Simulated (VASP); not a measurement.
# ZnS (P6_3mc) in VASP: notebook

ZnS is run at these levels: PBEsol; tasks: single point.

All numbers are computed with VASP 6.6.1; they aren't measurements. Logs are shortened: lines on timing, memory, paths and dates and some standing lists are left out, and cuts for length are marked.

## Step 1: The cell of the first run

The structure is hexagonal, space group P6_3mc (No. 186). Conventional cell: a = 3.855 Å, b = 3.855 Å, c = 17.908 Å, α = 90.00°, β = 90.00°, γ = 120.00°. Within 3.0 Å of Zn (site symmetry 3m) lie 4 S at 2.24 to 2.35 Å. Zn (site symmetry 3m) has 4 S at 2.15 to 2.38 Å within 2.8 Å. Zn (site symmetry 3m) has 4 S at 2.24 to 2.35 Å within 3.0 Å. S (site symmetry 3m) has 4 Zn at 2.24 to 2.38 Å within 3.0 Å. S (site symmetry 3m) has 4 Zn at 2.15 to 2.35 Å within 2.8 Å. S (site symmetry 3m) has 4 Zn at 2.24 to 2.35 Å within 3.0 Å.

## Step 2: Single point, PBEsol

Input file INCAR:

```
PREC     = Accurate       # precision mode
ENCUT    = 520            # plane-wave cutoff, eV
EDIFF    = 1E-7           # SCF threshold, eV
ISMEAR   = 0              # smearing method
SIGMA    = 0.05           # smearing width, eV
LREAL    = F              # projectors in reciprocal space
LASPH    = T              # aspherical terms in the spheres
NELM     = 60             # most SCF steps
ALGO     = Normal         # electronic algorithm
ISIF     = 2              # what is computed and relaxed
LWAVE    = F              # write WAVECAR
LCHARG   = T              # write CHGCAR
GGA      = PS             # functional
LELF     = T              # ELF
LVHAR    = T            
NBANDS   = 66             # bands
```

Input file KPOINTS:

```
Automatic mesh
0
Gamma
  9 9 2
```

Input file POSCAR:

```
ZnS
1.0
    3.8550092925      0.0000000000      0.0000000000
   -1.9275046462      3.3385359792      0.0000000000
    0.0000000000      0.0000000000     17.9084456684
Zn S
6 6
Direct
    0.0000000000      0.0000000000      0.0000277175
    0.0000000000      0.0000000000      0.5000277175
    0.3333333333      0.6666666667      0.1718122200
    0.6666666667      0.3333333333      0.6718122200
    0.6666666667      0.3333333333      0.3332753580
    0.3333333333      0.6666666667      0.8332753580
    0.0000000000      0.0000000000      0.1251125986
    0.0000000000      0.0000000000      0.6251125986
    0.3333333333      0.6666666667      0.2916367831
    0.6666666667      0.3333333333      0.7916367831
    0.6666666667      0.3333333333      0.4581259436
    0.3333333333      0.6666666667      0.9581259436
```

Potentials or basis: VASP PAW PBE potentials, release 64 (Zn, S).

Run with:

```sh
$ cat potpaw_PBE.64/Zn/POTCAR potpaw_PBE.64/S/POTCAR > POTCAR
$ mpirun -np 1 vasp_std > vasp.out
```

OUTCAR:

```text
PREC = Accurate
   ENCUT = 520
   EDIFF = 1E-7
   ISMEAR = 0
   LREAL = F
   LASPH = T
   NELM = 60
   ISIF = 2
   GGA = PS

 ion  position               nearest neighbor table
   1  0.000  0.000  0.000-   7 2.24  12 2.35  12 2.35  12 2.35
   2  0.000  0.000  0.500-   8 2.24  11 2.35  11 2.35  11 2.35
   3  0.333  0.667  0.172-   9 2.15   7 2.38   7 2.38   7 2.38
   4  0.667  0.333  0.672-  10 2.15   8 2.38   8 2.38   8 2.38
   5  0.667  0.333  0.333-  11 2.24   9 2.35   9 2.35   9 2.35
   6  0.333  0.667  0.833-  12 2.24  10 2.35  10 2.35  10 2.35
   7  0.000  0.000  0.125-   1 2.24   3 2.38   3 2.38   3 2.38
   8  0.000  0.000  0.625-   2 2.24   4 2.38   4 2.38   4 2.38
   9  0.333  0.667  0.292-   3 2.15   5 2.35   5 2.35   5 2.35
  10  0.667  0.333  0.792-   4 2.15   6 2.35   6 2.35   6 2.35
  11  0.667  0.333  0.458-   5 2.24   2 2.35   2 2.35   2 2.35
  12  0.333  0.667  0.958-   6 2.24   1 2.35   1 2.35   1 2.35

  LATTYP: Found a hexagonal cell.
 ALAT       =     3.8550092925
 C/A-ratio  =     4.6455000000

  Lattice vectors:

 A1 = (   3.8550092925,   0.0000000000,   0.0000000000)
 A2 = (  -1.9275046462,   3.3385359792,   0.0000000000)
 A3 = (   0.0000000000,   0.0000000000,  17.9084456684)

Analysis of symmetry for initial positions (statically):
=====================================================================
 Subroutine PRICEL returns:
 Original cell was already a primitive cell.

 Routine SETGRP: Setting up the symmetry group for a
 hexagonal supercell.

 Subroutine GETGRP returns: Found 12 space group operations
 (whereof  6 operations were pure point group operations)
 out of a pool of 24 trial point group operations.

The static configuration has the point symmetry C_3v.
 The point group associated with its full space group is C_6v.

Analysis of symmetry for dynamics (positions and initial velocities):
=====================================================================
 Subroutine PRICEL returns:
 Original cell was already a primitive cell.

 Routine SETGRP: Setting up the symmetry group for a
 hexagonal supercell.

 Subroutine GETGRP returns: Found 12 space group operations
 (whereof  6 operations were pure point group operations)
 out of a pool of 24 trial point group operations.

The dynamic configuration has the point symmetry C_3v.
 The point group associated with its full space group is C_6v.

 Subroutine INISYM returns: Found 12 space group operations
 (whereof  6 operations are pure point group operations),
 and found     1 'primitive' translations

----------------------------------------------------------------------------------------

                                     Primitive cell

  volume of cell :     230.4833

  direct lattice vectors                    reciprocal lattice vectors
     3.855009293  0.000000000  0.000000000     0.259402747  0.149766246  0.000000000
    -1.927504646  3.338535979  0.000000000     0.000000000  0.299532492  0.000000000
     0.000000000  0.000000000 17.908445668     0.000000000  0.000000000  0.055839575

  length of vectors
     3.855009293  3.855009293 17.908445668     0.299532492  0.299532492  0.055839575

  position of ions in fractional coordinates (direct lattice)
     0.000000000  0.000000000  0.000027717
     0.000000000  0.000000000  0.500027717
     0.333333333  0.666666667  0.171812220
     0.666666667  0.333333333  0.671812220
     0.666666667  0.333333333  0.333275358
     0.333333333  0.666666667  0.833275358
     0.000000000  0.000000000  0.125112599
     0.000000000  0.000000000  0.625112599
     0.333333333  0.666666667  0.291636783
     0.666666667  0.333333333  0.791636783
     0.666666667  0.333333333  0.458125944
     0.333333333  0.666666667  0.958125944

  ion indices of the primitive-cell ions
   primitive index   ion index
                 1           1
                 2           2
                 3           3
                 4           4
                 5           5
                 6           6
                 7           7
                 8           8
[... 48 lines left out ...]
  Thomas-Fermi vector in A             =   2.404485
   LORBIT       =      0    0 simple, 1 ext, 2 COOP (PROOUT), +10 PAW based schemes
   GGA     = PS    functional components
   LHFCALC =     F    Hartree Fock is set to
   AEXX    =    0.0000 exact exchange contribution
   IVDW    =     0    specifies the selected vdW correction
   LEPSILON=     F    determine dielectric tensor
   LRPA    =     F    only Hartree local field effects (RPA)
 non-spin polarized calculation
 Gauss-broadening in eV      SIGMA  =   0.05
  energy-cutoff  :      520.00
  volume of cell :      230.48
 maximum number of plane-waves:      6231
 NGX is ok and might be reduce to    30

 number of electron     108.0000020 magnetization

 Free energy of the ion-electron system (eV)
  ---------------------------------------------------
  ext. energy  EPLUGINS =         0.00000000
  ---------------------------------------------------
  free energy    TOTEN  =       -45.11339383 eV

  energy without entropy =      -45.11339383  energy(sigma->0) =      -45.11339383

 E-fermi :   2.5659     XC(G=0):  -9.9689

 val. band max:        2.3157590732   @ k =   0.0000   0.0000   0.0000
 cond. band min:       4.3519198757   @ k =   0.0000   0.0000   0.0000
 fundamental gap:      2.0361608025
 Fermi energy:         2.5658500127

 k-point     1 :       0.0000    0.0000    0.0000
  band No.  band energies     occupation
      1     -11.1515      2.00000
      2     -11.0170      2.00000
      3     -10.7483      2.00000
      4     -10.4167      2.00000
      5     -10.1338      2.00000
      6      -9.9231      2.00000
[... 58 lines left out ...]
     65       8.7719      0.00000
     66       8.7858      0.00000

 k-point     2 :       0.1111    0.0000    0.0000
  band No.  band energies     occupation
      1     -11.0708      2.00000
      2     -10.9432      2.00000
      3     -10.6745      2.00000
      4     -10.3628      2.00000
      5     -10.0800      2.00000
      6      -9.8848      2.00000
[... 1576 lines left out ...]
     65       8.8898      0.00000
     66       8.8898      0.00000

------------------------ aborting loop because EDIFF is reached ----------------------------------------

  FORCE on cell =-STRESS in cart. coord.  units (eV):
  Direction    XX          YY          ZZ          XY          YZ          ZX
  --------------------------------------------------------------------------------------
  -------------------------------------------------------------------------------------
  Total       -3.7521343     -3.7521343     12.2639488     -0.0000000      0.0000000      0.0000000
  in kB      -26.0825216    -26.0825216     85.2514012     -0.0000000      0.0000000      0.0000000
  external PRESSURE =      11.0287860 kB  Pullay stress =       0.0000000 kB

 VOLUME and BASIS-vectors are now :
 -----------------------------------------------------------------------------
  energy-cutoff  :      520.00
  volume of cell :      230.48
      direct lattice vectors                 reciprocal lattice vectors
     3.855009293  0.000000000  0.000000000     0.259402747  0.149766246  0.000000000
    -1.927504646  3.338535979  0.000000000     0.000000000  0.299532492  0.000000000
     0.000000000  0.000000000 17.908445668     0.000000000  0.000000000  0.055839575

 POSITION                                       TOTAL-FORCE (eV/Angst)
 -----------------------------------------------------------------------------------
      0.00000      0.00000      0.00050         0.000000      0.000000     -0.377509
      0.00000      0.00000      8.95472         0.000000     -0.000000     -0.377509
     -0.00000      2.22569      3.07689        -0.000000     -0.000000     -1.641883
      1.92750      1.11285     12.03111        -0.000000     -0.000000     -1.641883
      1.92750      1.11285      5.96844        -0.000000     -0.000000     -0.379516
     -0.00000      2.22569     14.92267         0.000000     -0.000000     -0.379516
      0.00000      0.00000      2.24057         0.000000     -0.000000      0.682402
      0.00000      0.00000     11.19480        -0.000000      0.000000      0.682402
     -0.00000      2.22569      5.22276        -0.000000     -0.000000      1.307686
      1.92750      1.11285     14.17698         0.000000     -0.000000      1.307686
      1.92750      1.11285      8.20432        -0.000000      0.000000      0.408820
     -0.00000      2.22569     17.15855         0.000000     -0.000000      0.408820
 -----------------------------------------------------------------------------------
    total drift:                               -0.000001     -0.000001      0.005318

  FREE ENERGIE OF THE ION-ELECTRON SYSTEM (eV)
  ---------------------------------------------------
  free  energy   TOTEN  =       -45.1133938316 eV

  energy  without entropy=      -45.1133938316  energy(sigma->0) =      -45.11339383
```

Wall time 6.7 min (1 thread of Oxide Virtual Turin-like, shared host); peak memory 0.46 GiB.

What came out:

```
Free energy            : -45.1134 eV
Pressure               : 1.1 GPa
Largest force          : 1.642 eV/Å
Band gap on the k mesh : 2.04 eV
```

Forces in eV/Å, atoms in the order of the input:
```
Zn   0.000  0.000 -0.378
Zn   0.000  0.000 -0.378
Zn   0.000  0.000 -1.642
Zn   0.000  0.000 -1.642
Zn   0.000  0.000 -0.380
Zn   0.000  0.000 -0.380
S    0.000  0.000  0.682
S    0.000  0.000  0.682
S    0.000  0.000  1.308
S    0.000  0.000  1.308
S    0.000  0.000  0.409
S    0.000  0.000  0.409
```

Levels at points of the mesh, in eV from the valence-band top:
```
           k point  band 52  band 53  band 54  band 55  band 56  band 57
(0.00, 0.00, 0.00)    -0.06    -0.06     0.00     2.04     2.78     2.97
(0.00, 0.00, 0.50)    -0.15    -0.15    -0.15     2.47     2.47     2.89
```

Caveat: the cell differs from its parent crystal (atoms shifted along a free coordinate, c/a of the conventional cell at fixed volume 4.6455); the stress differs along the axes, from -3 to 9 GPa; the PAW data sets were made with another functional, which shifts forces and pressure a little. A k mesh can miss the band edges.

## Step 3: Single point, PBEsol

This run uses another cell than the first one, of the same volume but with other edges.

Input file INCAR:

```
SYSTEM = ZnS
PREC = Accurate
ENCUT = 520
EDIFF = 1E-6
ISMEAR = 0
SIGMA = 0.05
LREAL = .False.
LASPH = .True.
NELM = 80
ALGO = Normal
ISIF = 2
LWAVE = .False.
LCHARG = .False.
GGA = PS
NBANDS = 66
```

Input file KPOINTS:

```
regular mesh
0
Gamma
  9 9 2
  0 0 0
```

Input file POSCAR:

```
ZnS
1.0
    3.7852258349      0.0000000000      0.0000000000
   -1.8926129174      3.2781017321      0.0000000000
    0.0000000000      0.0000000000     18.5748434008
Zn S
6 6
Direct
    0.0000000000      0.0000000000      0.0000277175
    0.0000000000      0.0000000000      0.5000277175
    0.3333333333      0.6666666667      0.1817880780
    0.6666666667      0.3333333333      0.6817880780
    0.6666666667      0.3333333333      0.3332753580
    0.3333333333      0.6666666667      0.8332753580
    0.0000000000      0.0000000000      0.1251125986
    0.0000000000      0.0000000000      0.6251125986
    0.3333333333      0.6666666667      0.2916367831
    0.6666666667      0.3333333333      0.7916367831
    0.6666666667      0.3333333333      0.4581259436
    0.3333333333      0.6666666667      0.9581259436
```

Potentials or basis: VASP PAW PBE potentials, release 64 (Zn, S).

Run with:

```sh
$ cat potpaw_PBE.64/Zn/POTCAR potpaw_PBE.64/S/POTCAR > POTCAR
$ mpirun -np 1 vasp_std > vasp.out
```

It took 4.8 min on 1 thread of Oxide Virtual Turin-like, shared host; peak memory 0.44 GiB.

The run converged. Its results:

- Free energy: -44.5917 eV
- Pressure: 1.5 GPa
- Largest force: 3.982 eV/Å
- Band gap on the k mesh: 1.75 eV

Forces on the atoms (eV/Å):
```
Zn   0.000  0.000  0.304
Zn   0.000  0.000  0.304
Zn   0.000  0.000 -3.982
Zn   0.000  0.000 -3.982
Zn   0.000  0.000  0.353
Zn   0.000  0.000  0.353
S    0.000  0.000  0.765
S    0.000  0.000  0.765
S    0.000  0.000  2.777
S    0.000  0.000  2.777
S    0.000  0.000 -0.216
S    0.000  0.000 -0.216
```

Stress tensor (GPa, compression positive):
```
-0.89  0.00  0.00
 0.00 -0.89  0.00
 0.00  0.00  6.33
```

Levels at points of the mesh, in eV from the valence-band top:
| k point | band 50 | band 51 | band 52 | band 53 | band 54 | band 55 | band 56 | band 57 | band 58 | band 59 |
| --- | --- | --- | --- | --- | --- | --- | --- | --- | --- | --- |
| (0.00, 0.00, 0.00) | -0.40 | -0.09 | -0.09 | 0.00 | 0.00 | 1.75 | 2.53 | 2.90 | 2.95 | 3.55 |
| (0.00, 0.00, 0.50) | -0.78 | -0.04 | -0.04 | -0.04 | -0.04 | 2.18 | 2.18 | 2.91 | 2.91 | 3.57 |

Caveat: the cell differs from its parent crystal (atoms shifted along a free coordinate, c/a of the conventional cell at fixed volume 4.9072); the stress differs along the axes, from -1 to 6 GPa; the PAW data sets were made with another functional, which shifts forces and pressure a little. A k mesh can miss the band edges.

## Step 4: Single point, PBEsol

Input file INCAR:

```
SYSTEM = ZnS
PREC = Accurate
ENCUT = 520
EDIFF = 1E-6
ISMEAR = 0
SIGMA = 0.05
LREAL = .FALSE.
LASPH = .TRUE.
NELM = 80
ALGO = Normal
ISIF = 2
LWAVE = .FALSE.
LCHARG = .TRUE.
GGA = PS
LELF = .TRUE.
LVHAR = .TRUE.
NBANDS = 66
```

Input file KPOINTS:

```
Automatic mesh
0
G
  9 9 2
  0 0 0
```

Input file POSCAR:

```
ZnS
1.0
    3.8194929995      0.0000000000      0.0000000000
   -1.9097464997      3.3077779671      0.0000000000
    0.0000000000      0.0000000000     18.2430444134
Zn S
6 6
Direct
    0.0000000000      0.0000000000      0.0000277175
    0.0000000000      0.0000000000      0.5000277175
    0.3333333333      0.6666666667      0.1568457412
    0.6666666667      0.3333333333      0.6568457412
    0.6666666667      0.3333333333      0.3332753580
    0.3333333333      0.6666666667      0.8332753580
    0.0000000000      0.0000000000      0.1251125986
    0.0000000000      0.0000000000      0.6251125986
    0.3333333333      0.6666666667      0.2916367831
    0.6666666667      0.3333333333      0.7916367831
    0.6666666667      0.3333333333      0.4581259436
    0.3333333333      0.6666666667      0.9581259436
```

Run with:

```sh
$ cat potpaw_PBE.64/Zn/POTCAR potpaw_PBE.64/S/POTCAR > POTCAR
$ mpirun -np 1 vasp_std > vasp.out
```

Wall time 5.2 min (1 thread of Oxide Virtual Turin-like, shared host); peak memory 0.44 GiB.

It converged, with:

* Free energy: -45.2902 eV
* Pressure: 0.4 GPa
* Largest force: 1.054 eV/Å
* Band gap on the k mesh: 1.99 eV

Forces on the atoms (eV/Å):
```
Zn   0.000  0.000 -0.424
Zn   0.000  0.000 -0.424
Zn   0.000  0.000  1.054
Zn   0.000  0.000  1.054
Zn   0.000  0.000 -0.427
Zn   0.000  0.000 -0.427
S    0.000  0.000 -0.105
S    0.000  0.000 -0.105
S    0.000  0.000 -0.451
S    0.000  0.000 -0.451
S    0.000  0.000  0.353
S    0.000  0.000  0.353
```

Stress tensor (GPa, compression positive):
```
-0.14  0.00  0.00
 0.00 -0.14  0.00
 0.00  0.00  1.63
```

Levels at points of the mesh, in eV from the valence-band top:
```
           k point  band 52  band 53  band 54  band 55  band 56  band 57
(0.00, 0.00, 0.00)    -0.06    -0.06     0.00     1.99     2.57     2.74
(0.00, 0.00, 0.50)    -0.11    -0.11    -0.11     2.40     2.40     2.77
```

Caveat: the cell differs from its parent crystal (atoms shifted along a free coordinate, c/a of the conventional cell at fixed volume 4.7763); the PAW data sets were made with another functional, which shifts forces and pressure a little. A k mesh can miss the band edges.

## Step 5: Single point, PBEsol (19.21 Å³/atom, c/a of the conventional cell at fixed volume 5.2998)

Input file INCAR:

```
SYSTEM = ZnS
PREC = Accurate ; ENCUT = 520
EDIFF = 1E-7 ; ISMEAR = 0
SIGMA = 0.05 ; LREAL = .False.
LASPH = .True. ; NELM = 100
ALGO = Normal ; ISIF = 2
LWAVE = .False. ; LCHARG = .False.
GGA = PS ; NBANDS = 66
```

Input file KPOINTS:

```
Automatic mesh
0
Gamma
  9 9 2
  0 0 0
```

Input file POSCAR:

```
ZnS
1.0
    3.6893491457      0.0000000000      0.0000000000
   -1.8446745728      3.1950700836      0.0000000000
    0.0000000000      0.0000000000     19.5528126025
Zn S
6 6
Direct
    0.0000000000      0.0000000000      0.0000277175
    0.0000000000      0.0000000000      0.5000277175
    0.3333333333      0.6666666667      0.1668215992
    0.6666666667      0.3333333333      0.6668215992
    0.6666666667      0.3333333333      0.3332753580
    0.3333333333      0.6666666667      0.8332753580
    0.0000000000      0.0000000000      0.1251125986
    0.0000000000      0.0000000000      0.6251125986
    0.3333333333      0.6666666667      0.2916367831
    0.6666666667      0.3333333333      0.7916367831
    0.6666666667      0.3333333333      0.4581259436
    0.3333333333      0.6666666667      0.9581259436
```

Run with:

```sh
$ cat potpaw_PBE.64/Zn/POTCAR potpaw_PBE.64/S/POTCAR > POTCAR
$ mpirun -np 1 vasp_std > vasp.out
```

Wall time 6.2 min (1 thread of Oxide Virtual Turin-like, shared host); peak memory 0.45 GiB.

The run converged. Its results:

* Free energy: -45.1281 eV
* Pressure: 1.0 GPa
* Largest force: 0.409 eV/Å
* Band gap on the k mesh: 1.88 eV

Forces in eV/Å, atoms in the order of the input:
```
Zn   0.000  0.000  0.393
Zn   0.000  0.000  0.393
Zn   0.000  0.000  0.405
Zn   0.000  0.000  0.405
Zn   0.000  0.000  0.407
Zn   0.000  0.000  0.407
S    0.000  0.000 -0.405
S    0.000  0.000 -0.405
S    0.000  0.000 -0.409
S    0.000  0.000 -0.409
S    0.000  0.000 -0.390
S    0.000  0.000 -0.390
```

Stress tensor (GPa, compression positive):
```
 4.40  0.00  0.00
 0.00  4.40  0.00
 0.00  0.00 -5.95
```

Levels at points of the mesh, in eV from the valence-band top:
| k point | band 51 | band 52 | band 53 | band 54 | band 55 | band 56 | band 57 | band 58 |
| --- | --- | --- | --- | --- | --- | --- | --- | --- |
| (0.00, 0.00, 0.00) | -0.19 | -0.19 | 0.00 | 0.00 | 1.88 | 3.25 | 3.33 | 3.59 |
| (0.00, 0.00, 0.50) | -0.05 | -0.05 | -0.05 | -0.05 | 2.45 | 2.45 | 3.60 | 3.60 |

Caveat: the cell differs from its parent crystal (c/a of the conventional cell at fixed volume 5.2998); the stress differs along the axes, from -6 to 4 GPa; the PAW data sets were made with another functional, which shifts forces and pressure a little.

## Step 6: Overview

| cell | gap on the mesh (eV) | pressure (GPa) | largest force (eV/Å) |
| --- | --- | --- | --- |
| a = 3.855, b = 3.855, c = 17.908 Å, angles 90.0, 90.0, 120.0°, 12 atoms, atomic positions A | 2.04 | 1.1 | 1.64 |
| a = 3.785, b = 3.785, c = 18.575 Å, angles 90.0, 90.0, 120.0°, 12 atoms, atomic positions B | 1.75 | 1.5 | 3.98 |
| a = 3.819, b = 3.819, c = 18.243 Å, angles 90.0, 90.0, 120.0°, 12 atoms, atomic positions C | 1.99 | 0.4 | 1.05 |
| a = 3.689, b = 3.689, c = 19.553 Å, angles 90.0, 90.0, 120.0°, 12 atoms, atomic positions D | 1.88 | 1.0 | 0.41 |

Alike in all rows: task single point; level PBEsol; potentials or basis VASP PAW PBE potentials, release 64 (Zn, S); no spin polarisation; k mesh 9 × 9 × 2; cutoff (eV) 520; smearing gaussian 0.05 eV.

Caveats: the PAW data sets were made with another functional, which shifts forces and pressure a little; the stress differs along the axes, from -3 to 9 GPa (at least some runs); the stress differs along the axes, from -1 to 6 GPa (at least some runs); the stress differs along the axes, from -6 to 4 GPa (at least some runs).

Total energies depend on the potentials used, so only differences within one code and one set of settings carry meaning.
